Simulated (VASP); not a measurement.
Write the native input for VASP 6.6.1 that does the following.

```yaml
Task: single point
Functional: PBEsol
Potentials_or_basis: VASP PAW PBE potentials, release 64 (Mg, O)
Cutoff: 520 eV
k_mesh: 4 × 4 × 4
Occupations: gaussian, width 0.05 eV
Spin: no spin polarisation
Dipole_correction: no
Further_INCAR_settings: ALGO = Normal; EDIFF = 1e-06; NBANDS = 32
```

The structure of Mg6O5 (a cell with a defect) lies in POSCAR:

```
Mg6O5
1.0
    5.5908553621      0.0000000000      0.0000000000
    0.0000000000      5.5908553621      0.0000000000
    0.0000000000      0.0000000000      5.5908553621
Mg O
6 5
Direct
    0.2500000000      0.0000000000      0.5000000000
    0.0000000000      0.5000000000      0.2500000000
    0.5000000000      0.7500000000      0.0000000000
    0.7500000000      0.0000000000      0.5000000000
    0.0000000000      0.5000000000      0.7500000000
    0.5000000000      0.2500000000      0.0000000000
    0.5000000000      0.0000000000      0.2500000000
    0.0000000000      0.7500000000      0.5000000000
    1.0000000000      0.5000000000      0.0000000000
    0.5000000000      0.0000000000      0.7500000000
    0.0000000000      0.2500000000      0.5000000000
```

This cell differs from its parent crystal: atoms taken out, atom 9 moved 0.500 of the way to it and +0.000 Å across, host rigid.

One way to write it, as run:

INCAR

```
  PREC = Accurate
  ENCUT = 520
  EDIFF = 1E-6
  ISMEAR = 0
  SIGMA = 0.05
  LREAL = F
  LASPH = T
  NELM = 100
  ALGO = Normal
  ISIF = 2
  LWAVE = F
  LCHARG = T
  GGA = PS
  LELF = T
  LVHAR = T
  NBANDS = 32
```

KPOINTS

```
regular mesh
0
Gamma
  4 4 4
```

Potentials or basis: VASP PAW PBE potentials, release 64 (Mg, O).

Launch:

```sh
$ cat potpaw_PBE.64/Mg/POTCAR potpaw_PBE.64/O/POTCAR > POTCAR
$ mpirun -np 1 vasp_std > vasp.out
```

Results of the run:

- Pressure: 23.0 GPa
- Largest force: 25.796 eV/Å
- Band gap on the k mesh: 0.10 eV

Caveat: the cell differs from its parent crystal (atoms taken out, atom 9 moved 0.500 of the way to it and +0.000 Å across, host rigid); atoms lie so close that the PAW spheres overlap strongly, which falsifies energies and pressures; the PAW data sets were made with another functional, which shifts forces and pressure a little.

Wall time 6.1 min on 1 thread of AMD EPYC 7R13 (shared host), peak memory 0.28 GiB.
